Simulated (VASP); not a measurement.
Here is a VASP 6.6.1 calculation.

File INCAR:

```
PREC = Accurate
ENCUT = 600
EDIFF = 1E-6
ISMEAR = 0
SIGMA = 0.1
LREAL = False
LASPH = True
NELM = 100
ALGO = Normal
ISIF = 3
LWAVE = False
LCHARG = False
GGA = PE
IBRION = 2
NSW = 100
EDIFFG = -0.01
```

The input KPOINTS:

```
Automatic mesh
0
Gamma
  8 8 8
```

Contents of POSCAR:

```
Al4Ni
1.0
    4.5088340811      0.0000000000      0.0000000000
    0.0000000000      4.5088340811      0.0000000000
    0.0000000000      0.0000000000      4.5088340811
Al Ni
4 1
Direct
    0.0000000000      0.0000000000      0.0000000000
    0.5000000000      0.5000000000      0.0000000000
    0.5000000000      0.0000000000      0.5000000000
    0.0000000000      0.5000000000      0.5000000000
    0.5000000000      0.5000000000      0.5000000000
```

Potentials or basis: VASP PAW PBE potentials, release 64 (Al, Ni).

Run with:

```console
$ cat potpaw_PBE.64/Al/POTCAR potpaw_PBE.64/Ni/POTCAR > POTCAR
$ mpirun -np 1 vasp_std > vasp.out
```

Problem. Predict the band gap on the k mesh.

Solution. Zero (band 11 reaches 7.54 eV, above the bottom of band 12 at 4.95 eV).

Final structure:
```
CELL_PARAMETERS angstrom
4.50883 0.00000 0.00000
0.00000 4.50883 0.00000
0.00000 0.00000 4.50883
ATOMIC_POSITIONS crystal
Al 0.00000 0.00000 0.00000
Al 0.50000 0.50000 0.00000
Al 0.50000 0.00000 0.50000
Al 0.00000 0.50000 0.50000
Ni 0.50000 0.50000 0.50000
```

Caveat: the relaxation stopped at its first step, so nothing moved. Spin polarisation is off, so any magnetic state and its effect on volume and gap are missing.
